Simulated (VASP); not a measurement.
Set up this calculation in VASP 6.6.1, as the native input.

```
Task                   : single point
Functional             : PBE
Dispersion             : D3(BJ)
Potentials or basis    : VASP PAW PBE potentials, release 64 (Ti_sv)
Cutoff                 : 520 eV
k mesh                 : 11 × 11 × 11
Occupations            : fermi-dirac, width 0.05 eV
Spin                   : no spin polarisation
Dipole correction      : no
Further INCAR settings : ALGO = Normal; EDIFF = 1e-06; NBANDS = 12
```

The structure of Ti lies in POSCAR:

```
Ti
1.0
   -1.5968780951      1.5968780951      1.5968780951
    1.5968780951     -1.5968780951      1.5968780951
    1.5968780951      1.5968780951     -1.5968780951
Ti
1
Direct
    0.0000000000      0.0000000000      0.0000000000
```

These files were run (other wordings do the same):

INCAR

```
  ALGO = Normal
  EDIFF = 1E-6
  ENCUT = 520
  GGA = PE
  ISIF = 2
  ISMEAR = -1
  IVDW = 12
  LASPH = True
  LCHARG = False
  LREAL = False
  LWAVE = False
  NBANDS = 12
  NELM = 100
  PREC = Accurate
  SIGMA = 0.05
```

KPOINTS

```
k-points
0
Gamma
  11 11 11
```

Potentials or basis: VASP PAW PBE potentials, release 64 (Ti_sv).

Command:

```console
$ cat potpaw_PBE.64/Ti_sv/POTCAR > POTCAR
$ mpirun -np 1 vasp_std > vasp.out
```

It gave:

```yaml
Pressure: -0.3 GPa
Band_gap_on_the_k_mesh: zero (band 6 reaches 9.83 eV, above the bottom of band 7 at 8.12 eV)
Dispersion_energy_per_atom: -0.643 eV
```

Caveat: pairwise dispersion overbinds metals, which lowers pressure and volume.

Run time: 9 s on 1 thread of Intel Xeon 6975P-C (shared host), peak memory 0.15 GiB.
